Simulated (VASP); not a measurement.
Here is a VASP 6.6.1 calculation.

POSCAR

```
PtS2
1.0
    1.7391392326      1.0040925041      5.0958703778
   -1.7391392326      1.0040925041      5.0958703778
    0.0000000000     -2.0081850081      5.0958703778
Pt S
1 2
Direct
   -0.0026256460     -0.0026256460     -0.0026256460
    0.4255983386      0.4255983386      0.4255983386
    0.2436939740      0.2436939740      0.2436939740
```

INCAR.step1

```
ALGO = Normal ; EDIFF = 1E-4
ENCUT = 520 ; GGA = PE
ISMEAR = -1 ; LASPH = True
LCHARG = False ; LREAL = False
LWAVE = True ; NBANDS = 18
NELM = 80 ; PREC = Accurate
SIGMA = 0.02
```

File INCAR.step2:

```
ALGO = Normal ; BPARAM = 11.95
CPARAM = 0.0093 ; EDIFF = 1E-7
ENCUT = 520 ; ISIF = 2
ISMEAR = -1 ; ISTART = 1
IVDW_NL = 2 ; LASPH = True
LCHARG = False ; LMIXTAU = True
LREAL = False ; LUSE_VDW = True
LWAVE = False ; METAGGA = R2SCAN
NBANDS = 18 ; NELM = 80
PREC = Accurate ; SIGMA = 0.02
```

KPOINTS

```
k-points
0
Gamma
  6 6 6
```

Potentials or basis: VASP PAW PBE potentials, release 64 (Pt, S).

The run is started by

```console
$ cat potpaw_PBE.64/Pt/POTCAR potpaw_PBE.64/S/POTCAR > POTCAR
$ cp INCAR.step1 INCAR
$ mpirun -np 1 vasp_std > vasp.out
$ cp INCAR.step2 INCAR
$ mpirun -np 1 vasp_std > vasp.out
```

Q: What does it give for the band gap on the k mesh?

A: Zero (band 11 reaches 7.77 eV, above the bottom of band 12 at 7.35 eV).

Q: Estimate the largest force.

A: 0.017 eV/Å.

Q: Estimate the pressure.

A: 0.1 GPa.

Stress tensor (GPa, compression positive):
```
 0.25  0.00  0.00
 0.00  0.25  0.00
 0.00  0.00 -0.15
```

Caveat: the PAW data sets were made with another functional, which shifts forces and pressure a little; spin-orbit coupling is left out, which moves the levels of the heavy elements.
